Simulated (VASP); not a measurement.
Set up this calculation in VASP 6.6.1, as the native input.

* Task: single point
* Functional: r2SCAN
* Potentials or basis: VASP PAW PBE potentials, release 64 (Ag, As, K_sv)
* Cutoff: 520 eV
* k mesh: 5 × 5 × 5
* Occupations: methfessel-paxton, width 0.0103 eV
* Spin: no spin polarisation
* Dipole correction: no
* Further INCAR settings: ALGO = Normal; EDIFF = 1e-07; NBANDS = 50

KAg6As:

```
Ag As K
1.0
     4.11583    2.37628    2.70022
    -4.11583    2.37628    2.70022
     0.00000   -4.75255    2.70022
Ag As K
6 1 1
Direct
  0.26500 0.26500 0.92600
  0.92600 0.26500 0.26500
  0.26500 0.92600 0.26500
  0.07400 0.73500 0.73500
  0.73500 0.73500 0.07400
  0.73500 0.07400 0.73500
  0.00000 0.00000 0.00000
  0.50000 0.50000 0.50000
```

The input as run:

POSCAR

```
KAg6As
1.0
    4.1158280000      2.3762750000      2.7002230000
   -4.1158280000      2.3762750000      2.7002230000
    0.0000000000     -4.7525500000      2.7002230000
Ag As K
6 1 1
Direct
    0.2650000000      0.2650000000      0.9260000000
    0.9260000000      0.2650000000      0.2650000000
    0.2650000000      0.9260000000      0.2650000000
    0.0740000000      0.7350000000      0.7350000000
    0.7350000000      0.7350000000      0.0740000000
    0.7350000000      0.0740000000      0.7350000000
    0.0000000000      0.0000000000      0.0000000000
    0.5000000000      0.5000000000      0.5000000000
```

INCAR.step1

```
SYSTEM = KAg6As
  PREC = Accurate
  ENCUT = 520
  ISMEAR = 1
  SIGMA = 0.0103
  LREAL = .FALSE.
  LASPH = .TRUE.
  NELM = 100
  NBANDS = 50
  GGA = PE
  ALGO = Normal
  EDIFF = 1E-4
  LWAVE = .TRUE.
  LCHARG = .FALSE.
```

INCAR.step2

```
SYSTEM = KAg6As
  PREC = Accurate
  ENCUT = 520
  EDIFF = 1E-7
  ISMEAR = 1
  SIGMA = 0.0103
  LREAL = .FALSE.
  LASPH = .TRUE.
  NELM = 100
  ALGO = Normal
  ISIF = 2
  LWAVE = .FALSE.
  LCHARG = .TRUE.
  METAGGA = R2SCAN
  LMIXTAU = .TRUE.
  LELF = .TRUE.
  LVHAR = .TRUE.
  NBANDS = 50
  ISTART = 1
```

KPOINTS

```
regular mesh
0
G
  5 5 5
  0 0 0
```

Potentials or basis: VASP PAW PBE potentials, release 64 (Ag, As, K_sv).

Launch:

```sh
$ cat potpaw_PBE.64/Ag/POTCAR potpaw_PBE.64/As/POTCAR potpaw_PBE.64/K_sv/POTCAR > POTCAR
$ cp INCAR.step1 INCAR
$ mpirun -np 1 vasp_std > vasp.out
$ cp INCAR.step2 INCAR
$ mpirun -np 1 vasp_std > vasp.out
```

It gave:

```json
{
 "Pressure": "41.7 GPa",
 "Largest force": "10.327 eV/Å",
 "Band gap on the k mesh": "zero (bands 40 and 41 overlap by 1.20 eV)"
}
```

Caveat: the cell stands under pressure; the PAW data sets were made with another functional, which shifts forces and pressure a little.

Wall time 8.1 min on 1 thread of Intel(R) Xeon(R) Platinum 8375C CPU @ 2.90GHz (Ice Lake), on a shared host, peak memory 0.36 GiB.
